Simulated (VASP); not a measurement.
Write the native input for VASP 6.6.1 that does the following.

| Property | Result |
| --- | --- |
| Task | single point |
| Functional | PBE |
| Dispersion | D3(BJ) |
| Potentials or basis | VASP PAW PBE potentials, release 64 (W_sv, C) |
| Cutoff | 520 eV |
| k mesh | 2 × 2 × 2 |
| Occupations | fermi-dirac, width 0.17 eV |
| Spin | no spin polarisation |
| Dipole correction | no |
| Further INCAR settings | LREAL = Auto; ALGO = Normal; EDIFF = 1e-06; NBANDS = 86 |

The structure of WC lies in POSCAR:

```
WC
1.0
   -2.9500810000     -5.1096900000      0.0000000000
    4.4251220000     -2.5548450000      0.0000000000
    0.0000000000      0.0000000000      5.7915040000
W C
8 8
Direct
    0.7285806322      0.5346229731     -0.0208754065
    0.7270982981      0.4883478635      0.5041695560
    0.4712003621      0.0189100403     -0.0384701452
    0.4767372583      0.0168387510      0.4944311529
    0.2302136149      0.5258948366     -0.0140378043
    0.2096558175      0.5187883280      0.4712074791
   -0.0102606911      0.0244355139     -0.0017612005
   -0.0127927379      0.0312218255      0.4826207493
    0.5017516810      0.6836439992      0.2513509444
    0.4406632670      0.6867137971      0.7375286281
    0.2352968890      0.1867846540      0.2322712718
    0.2413399202      0.1941126851      0.7780707740
   -0.0023475231      0.6889244221      0.2295776710
    0.0131579248      0.7201873630      0.7367170946
    0.7286743225      0.1908531051      0.2637829483
    0.7391367678      0.1718852803      0.7590601681
```

The input as run:

INCAR

```
PREC = Accurate
ENCUT = 520
EDIFF = 1E-6
ISMEAR = -1
SIGMA = 0.17
LREAL = Auto
LASPH = True
NELM = 100
ALGO = Normal
ISIF = 2
LWAVE = False
LCHARG = True
GGA = PE
IVDW = 12
LELF = True
LVHAR = True
NBANDS = 86
```

KPOINTS

```
Automatic mesh
0
Gamma
  2 2 2
```

Potentials or basis: VASP PAW PBE potentials, release 64 (W_sv, C).

Launch:

```sh
$ cat potpaw_PBE.64/W_sv/POTCAR potpaw_PBE.64/C/POTCAR > POTCAR
$ mpirun -np 1 vasp_std > vasp.out
```

Results of the run:

```yaml
Pressure: -9.6 GPa
Largest_force: 6.675 eV/Å
Band_gap_on_the_k_mesh: zero (band 72 reaches 10.89 eV, above the bottom of band 73 at 10.69 eV)
Dispersion_energy_per_atom: -0.439 eV
```

Caveat: the k points lie up to 0.61 Å⁻¹ apart; spin-orbit coupling is left out, which moves the levels of the heavy elements; pairwise dispersion overbinds metals, which lowers pressure and volume; forces of over 1 eV/Å act on the atoms, so gaps and moduli don't describe the material at rest.

Wall time 3.7 min on 1 thread of Intel(R) Xeon(R) 6975P-C (Granite Rapids), with other jobs on the host, peak memory 0.32 GiB.
